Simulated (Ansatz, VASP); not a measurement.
**One calculation of BAs, two programs**

```
B As
1.0
     0.00000    2.40440    2.40440
     2.40440    0.00000    2.40440
     2.40440    2.40440    0.00000
B As
1 1
Direct
  0.00000 0.00000 0.00000
  0.25000 0.25000 0.25000
```

Alike in both runs: task single point; functional PBE; k mesh 8 × 8 × 8; no spin polarisation.

|  | VASP | Ansatz |
| --- | --- | --- |
| version | VASP 6.6.1 | Ansatz 0.2.0 |
| potentials or method | VASP PAW PBE potentials, release 64 (B, As) | plane waves, PAW |
| plane-wave cutoff (eV) | 520 | 420 |
| occupations | gaussian, width 0.01 eV | fixed |
| valence electrons in the cell | 8 | 18 |

Ansatz gave:

* gap on the k mesh at the Fermi level (eV): 1.22
* pressure (GPa): 0.0

Question: Estimate VASP's values.

Answer: gap on the k mesh at the Fermi level (eV): 1.21; pressure (GPa): 0.6.

VASP's potentials hold 8 valence electrons a cell and Ansatz's 18, so a difference there can come from the potentials and not from the codes.
